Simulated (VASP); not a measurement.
A run of VASP 6.6.1:

Contents of INCAR:

```
  PREC = Accurate
  ENCUT = 520
  EDIFF = 1E-6
  ISMEAR = 0
  SIGMA = 0.05
  LREAL = F
  LASPH = T
  NELM = 200
  ALGO = Normal
  ISIF = 2
  LWAVE = F
  LCHARG = F
  ISPIN = 2
  MAGMOM = 0 0 0 0 0 0 2
  LORBIT = 11
  LMAXMIX = 4
  LDIPOL = T
  IDIPOL = 3
  DIPOL = 0.5 0.5 0.323
  GGA = PE
  IVDW = 12
  NBANDS = 39
  GGA_COMPAT = F
  NELMDL = -8
```

KPOINTS

```
regular mesh
0
Gamma
  9 9 1
```

The input POSCAR:

```
Zr2SiO4
1.0
    3.5974414580      0.0000000000      0.0000000000
   -1.7987207290      3.1154756913      0.0000000000
    0.0000000000      0.0000000000     21.3728427344
O Zr Si
4 2 1
Direct
    0.0000000000      0.0000000000      0.1871533913
    0.3333333333      0.6666666667      0.2558690668
    0.6666666667      0.3333333333      0.3197992968
    0.0000000000      0.0000000000      0.3917514782
    0.6666666667      0.3333333333      0.2215112290
    0.3333333333      0.6666666667      0.3546358399
    0.1666666667      0.3333333333      0.5321165217
```

Potentials or basis: VASP PAW PBE potentials, release 64 (O, Zr_sv, Si).

The run is started by

```sh
$ cat potpaw_PBE.64/O/POTCAR potpaw_PBE.64/Zr_sv/POTCAR potpaw_PBE.64/Si/POTCAR > POTCAR
$ mpirun -np 1 vasp_std > vasp.out
```

Hardware: 1 thread of Intel(R) Xeon(R) 6975P-C (Granite Rapids) (shared host).

**Question.** How long does it take, and how much memory?

**Answer.** Run time: 19 min on 1 thread of Intel(R) Xeon(R) 6975P-C (Granite Rapids) (shared host), peak memory 0.66 GiB. Counts: scf iterations 70, k points 25.
